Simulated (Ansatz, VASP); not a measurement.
# One calculation of TaN, two programs

Contents of POSCAR:

```
TaN
1.0
    5.1561600241      0.0000000000      0.0000000000
   -2.5780800120      4.4653656949      0.0000000000
    0.0000000000      0.0000000000      2.8884826334
Ta N
3 3
Direct
    0.0000000000      0.0000000000      0.0000000000
    0.3333333333      0.6666666667      0.5000000000
    0.6666666667      0.3333333333      0.5000000000
    0.5000000000      0.0000000000      0.0000000000
    0.5000000000      0.5000000000      0.0000000000
    0.0000000000      0.5000000000      0.0000000000
```

The input INCAR.step1:

```
ALGO     = Normal         # electronic algorithm
EDIFF    = 1E-4           # SCF threshold, eV
ENCUT    = 520            # plane-wave cutoff, eV
GGA      = PE             # functional
ISMEAR   = -1             # smearing method
LASPH    = True           # aspherical terms in the spheres
LCHARG   = False          # write CHGCAR
LREAL    = False          # projectors in reciprocal space
LWAVE    = True           # write WAVECAR
NBANDS   = 33             # bands
NELM     = 60             # most SCF steps
PREC     = Accurate       # precision mode
SIGMA    = 0.05           # smearing width, eV
```

File INCAR.step2:

```
ALGO     = Normal         # electronic algorithm
EDIFF    = 1E-7           # SCF threshold, eV
ENCUT    = 520            # plane-wave cutoff, eV
ISIF     = 2              # what is computed and relaxed
ISMEAR   = -1             # smearing method
ISTART   = 1            
IVDW     = 13             # dispersion correction
LASPH    = True           # aspherical terms in the spheres
LCHARG   = False          # write CHGCAR
LMIXTAU  = True         
LREAL    = False          # projectors in reciprocal space
LWAVE    = False          # write WAVECAR
METAGGA  = R2SCAN         # meta-GGA
NBANDS   = 33             # bands
NELM     = 60             # most SCF steps
PREC     = Accurate       # precision mode
SIGMA    = 0.05           # smearing width, eV
VDW_A1   = 0.51559235   
VDW_A2   = 5.77342911   
VDW_S6   = 1.0          
VDW_S8   = 0.6018749
```

Contents of KPOINTS:

```
k-points
0
Gamma
  5 5 8
```

Input for Ansatz:

```yaml
crystal:
  lattice:
    - [5.156160024076784, 0.0, 0.0]
    - [-2.578080012038392, 4.465365694917761, 0.0]
    - [0.0, 0.0, 2.8884826334069134]
  atoms:
    - { symbol: Ta, position: [0.0, 0.0, 0.0] }
    - { symbol: Ta, position: [0.3333333333333333, 0.6666666666666666, 0.5] }
    - { symbol: Ta, position: [0.6666666666666666, 0.3333333333333333, 0.5] }
    - { symbol: "N", position: [0.5, 0.0, 0.0] }
    - { symbol: "N", position: [0.5, 0.5, 0.0] }
    - { symbol: "N", position: [0.0, 0.5, 0.0] }
basis:
  ecutwfc: 600.0
kpoints:
  mp_grid:
    grid: [5, 5, 8]
hamiltonian:
  xc: r2scan
  dispersion: d4
scf:
  occupations:
    method: fermi_dirac
    width: 0.05
output:
  stress: true
```

Alike in both runs: task single point; functional r2SCAN; dispersion D4; k mesh 5 × 5 × 8; occupations fermi-dirac, width 0.05 eV; no spin polarisation.

```csv
,VASP,Ansatz
version,VASP 6.6.1,Ansatz 0.2.0
potentials or method,"VASP PAW PBE potentials, release 64 (Ta_pv, N), cutoff 520 eV","plane waves, PAW"
valence electrons in the cell,48,54
```

```tsv
	VASP	Ansatz	Ansatz less VASP
pressure (GPa)	12.4	10.4	-1.98
traceless stress, the component that is largest in VASP (GPa)	0.75	0.48	-0.273
```

VASP's potentials were made for PBE, not for r2SCAN. VASP's potentials hold 48 valence electrons a cell and Ansatz's 54, so a difference there can come from the potentials and not from the codes.

Neither program's run includes spin-orbit coupling.
